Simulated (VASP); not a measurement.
A run of VASP 6.6.1:

File INCAR:

```
PREC = Accurate ; ENCUT = 520
EDIFF = 1E-7 ; ISMEAR = -1
SIGMA = 0.05 ; LREAL = F
LASPH = T ; NELM = 150
ALGO = Normal ; ISIF = 2
LWAVE = F ; LCHARG = F
ISPIN = 2 ; MAGMOM = 1 1 0 0.6 0
LORBIT = 11 ; LMAXMIX = 4
GGA = CA ; NBANDS = 40
```

The input KPOINTS:

```
Automatic mesh
0
Gamma
  11 11 3
```

File POSCAR:

```
NiMoIrPdW
1.0
    2.3446000000     -1.4313800000      0.0090600000
    2.3446000000      1.4313800000      0.0090600000
   -2.2060000000      0.0000000000     10.9237400000
Ni Mo Pd Ir W
1 1 1 1 1
Direct
    0.4983800000      0.4983800000      0.2952500000
    0.3177300000      0.3177300000      0.9120700000
    0.2473300000      0.2473300000      0.4906100000
    0.7498200000      0.7498200000      0.1080200000
    0.6867300000      0.6867300000      0.6940600000
```

Potentials or basis: VASP PAW LDA potentials, release 64 (Ni, Mo_sv, Pd, Ir, W_sv).

The run is started by

```console
$ cat potpaw_LDA.64/Ni/POTCAR potpaw_LDA.64/Mo_sv/POTCAR potpaw_LDA.64/Pd/POTCAR potpaw_LDA.64/Ir/POTCAR potpaw_LDA.64/W_sv/POTCAR > POTCAR
$ mpirun -np 1 vasp_std > vasp.out
```

Hardware: 1 thread of Oxide Virtual Turin-like Processor, with other jobs on the host.

Q: How long does it take, and how much memory?

A: It took 23 min on 1 thread of Oxide Virtual Turin-like Processor (shared host), peak memory 0.54 GiB. Counts: scf iterations 24, k points 102.
